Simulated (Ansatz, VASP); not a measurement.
Ca: VASP beside Ansatz

INCAR

```
ALGO     = Normal         # electronic algorithm
EDIFF    = 1E-6           # SCF threshold, eV
ENCUT    = 520            # plane-wave cutoff, eV
GGA      = PE             # functional
ISIF     = 2              # what is computed and relaxed
ISMEAR   = 0              # smearing method
LASPH    = True           # aspherical terms in the spheres
LCHARG   = True           # write CHGCAR
LELF     = True           # ELF
LREAL    = False          # projectors in reciprocal space
LVHAR    = True         
LWAVE    = False          # write WAVECAR
NBANDS   = 11             # bands
NELM     = 80             # most SCF steps
PREC     = Accurate       # precision mode
SIGMA    = 0.05           # smearing width, eV
```

The input KPOINTS:

```
k-points
0
Gamma
  12 12 12
```

POSCAR

```
Ca
1.0
   -2.0536899929      2.0588272853      2.3954333007
    2.0536899929     -2.0588272853      2.3954333007
    2.0536899929      2.0588272853     -2.3954333007
Ca
1
Direct
    0.5000000000      0.5000000000      0.0000000000
```

Input for Ansatz:

```yaml
crystal:
  lattice:
    - [-2.0536899929, 2.0588272853, 2.3954333007]
    - [2.0536899929, -2.0588272853, 2.3954333007]
    - [2.0536899929, 2.0588272853, -2.3954333007]
  atoms:
    - { symbol: Ca, position: [0.5, 0.5, 0.0] }
basis:
  ecutwfc: 420
  fft_grid_basis: typed
kpoints:
  mp_grid: { grid: [12, 12, 12] }
hamiltonian:
  xc: pbe
  pseudopotentials: { kind: paw }
scf:
  occupations: { method: gaussian, width: 0.05 }
output:
  forces: true
  stress: true
  eigenvalues: true
  bader: true
  write_density: true
  volumetric_format: npy
  elf: true
```

Alike in both runs: task single point; functional PBE; k mesh 12 × 12 × 12; occupations gaussian, width 0.05 eV; no spin polarisation.

|  | VASP | Ansatz |
| --- | --- | --- |
| version | VASP 6.6.1 | Ansatz 0.2.0 |
| potentials or method | VASP PAW PBE potentials, release 64 (Ca_sv), cutoff 520 eV | scalar-relativistic, plane waves, PAW |
| valence electrons in the cell | 10 | 10 |

```csv
,VASP,Ansatz,Ansatz less VASP
gap on the k mesh at the Fermi level (eV),none,none,-
pressure (GPa),0.7,0.7,-0.02
"traceless stress, the component that is largest in VASP (GPa)",0.31,0.31,+0.001
```

A gap of «none» marks a metal or a gap that the smearing closes. The functional is the same, so the differences come from potentials, cutoffs and numerics.
